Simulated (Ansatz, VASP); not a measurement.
**Sb: VASP beside Ansatz**

```
Sb
1.0
     3.28356    0.00000    0.00000
    -1.64178    2.84365    0.00000
     0.00000    0.00000    3.07912
Sb
1
Direct
  0.00000 0.00000 0.50000
```

Change from the starting cell: the structure that the rattled cell fell into.

Alike in both runs: task single point; functional PBE; k mesh 6 × 6 × 6; occupations gaussian, width 0.1 eV; no spin polarisation.

|  | VASP | Ansatz |
| --- | --- | --- |
| version | VASP 6.6.1 | Ansatz 0.2.0 |
| potentials or method | VASP PAW PBE potentials, release 64 (Sb), cutoff 520 eV | scalar-relativistic, plane waves, PAW |
| valence electrons in the cell | 5 | 15 |

```csv
,VASP,Ansatz,Ansatz less VASP
gap on the k mesh at the Fermi level (eV),none,none,-
pressure (GPa),1.5,1.6,+0.05
"traceless stress, the component that is largest in VASP (GPa)",-3.27,-3.31,-0.044
```

A gap of «none» marks a metal or a gap that the smearing closes. VASP's potentials hold 5 valence electrons a cell and Ansatz's 15, so a difference there can come from the potentials and not from the codes.

The k mesh is coarse, so the values compare programs but aren't converged. Spin-orbit coupling is off throughout.
